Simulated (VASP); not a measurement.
Crystal: CoSi2.

```
Co Si
1.0
     0.00000    2.62045    2.62045
     2.62045    0.00000    2.62045
     2.62045    2.62045    0.00000
Co Si
1 2
Cartesian
  0.0000 0.0000 0.0000
  1.3102 1.3102 1.3102
  3.9307 3.9307 3.9307
```

Program: VASP 6.6.1. Alike in all runs: task single point; level PBEsol; potentials or basis VASP PAW PBE potentials, release 64 (Co, Si); spin collinear, ferromagnetic start; cell as given; k mesh 14 × 14 × 14; cutoff (eV) 520; smearing gaussian 0.15 eV.

**Question.** Order these runs on this cell by their pressure, lowest first.
A. fixed moment (μB) 2.2
B. fixed moment (μB) 1.65
C. fixed moment (μB) 0.55
D. fixed moment (μB) 1.1

**Answer.** C (9.7 GPa), D (14.2 GPa), B (20.4 GPa), A (26.4 GPa).

Caveats: the cell stands under pressure; the PAW data sets were made with another functional, which shifts forces and pressure a little; the total moment is fixed, so each spin has its own Fermi level.
